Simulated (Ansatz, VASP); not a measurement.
**Zr3S2: VASP beside Ansatz**

```
CELL_PARAMETERS angstrom
2.79296 1.61252 3.43470
-2.79296 1.61252 3.43470
0.00000 -3.22503 3.43470
ATOMIC_POSITIONS crystal
Zr 0.16184 0.83816 0.50000
Zr 0.50000 0.16184 0.83816
Zr 0.83816 0.50000 0.16184
S 0.33496 0.33496 0.33496
S 0.66504 0.66504 0.66504
```

Change from the starting cell: strain -0.025 along x and y, +0.000 along z, atoms carried along.

Alike in both runs: task single point; functional PBEsol; k mesh 12 × 12 × 12; occupations gaussian, width 0.15 eV; no spin polarisation.

|  | VASP | Ansatz |
| --- | --- | --- |
| version | VASP 6.6.1 | Ansatz 0.2.0 |
| potentials or method | VASP PAW PBE potentials, release 64 (Zr_sv, S), cutoff 520 eV | scalar-relativistic, plane waves, PAW |
| valence electrons in the cell | 48 | 48 |

```csv
,VASP,Ansatz,Ansatz less VASP
gap on the k mesh at the Fermi level (eV),none,none,-
pressure (GPa),7.3,7.1,-0.18
"traceless stress, the component that is largest in VASP (GPa)",-1.50,-1.59,-0.089
rms of the force components (eV/Å),0.093,0.089,-0.0035
```

VASP's potentials were made for PBE, not for PBEsol. Atom by atom the forces differ by 0.004 eV/Å (rms over components). A gap of «none» marks a metal or a gap that the smearing closes.
